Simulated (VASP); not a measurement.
Write the native input for VASP 6.6.1 that does the following.

```
Task                   : relaxation of cell and atoms
Functional             : PBE
Potentials or basis    : VASP PAW PBE potentials, release 64 (W_sv)
Cutoff                 : 600 eV
k mesh                 : 17 × 17 × 17
Occupations            : fermi-dirac, width 0.05 eV
Spin                   : no spin polarisation
Dipole correction      : no
Further INCAR settings : ALGO = Normal; EDIFF = 1e-06; IBRION = 2; EDIFFG = -0.01; NSW = 80; ISIF = 3
```

The structure of W lies in POSCAR:

```
W
1.0
   -1.5823450000      1.5823450000      1.5823450000
    1.5823450000     -1.5823450000      1.5823450000
    1.5823450000      1.5823450000     -1.5823450000
W
1
Direct
    0.0000000000      0.0000000000      0.0000000000
```

These files were run (other wordings do the same):

INCAR

```
SYSTEM = W
PREC = Accurate
ENCUT = 600
EDIFF = 1E-6
ISMEAR = -1
SIGMA = 0.05
LREAL = .False.
LASPH = .True.
NELM = 100
ALGO = Normal
ISIF = 3
LWAVE = .False.
LCHARG = .False.
GGA = PE
IBRION = 2
NSW = 80
EDIFFG = -0.01
```

KPOINTS

```
Automatic mesh
0
Gamma
  17 17 17
  0 0 0
```

Potentials or basis: VASP PAW PBE potentials, release 64 (W_sv).

Command:

```sh
$ cat potpaw_PBE.64/W_sv/POTCAR > POTCAR
$ mpirun -np 1 vasp_std > vasp.out
```

Results of the run:

```yaml
Relaxed_volume: 16.17 Å³/atom
Relaxed_cell: a = 2.759 Å, b = 2.759 Å, c = 2.759 Å, α = 109.47°, β = 109.47°, γ = 109.47°
Space_group_after_relaxing_to_0.05_Å: Im-3m (No. 229)
Energy_gained_by_relaxing: 6.2 meV/atom
Ionic_steps: 4
Pressure_after_relaxing: 0.0 GPa
Band_gap_on_the_k_mesh: zero (band 7 reaches 15.78 eV, above the bottom of band 8 at 9.96 eV)
```

Caveat: spin-orbit coupling is left out, which moves the levels of the heavy elements.

It took 22 s on 1 thread of Intel(R) Xeon(R) 6975P-C (Granite Rapids) (shared host), peak memory 0.18 GiB.
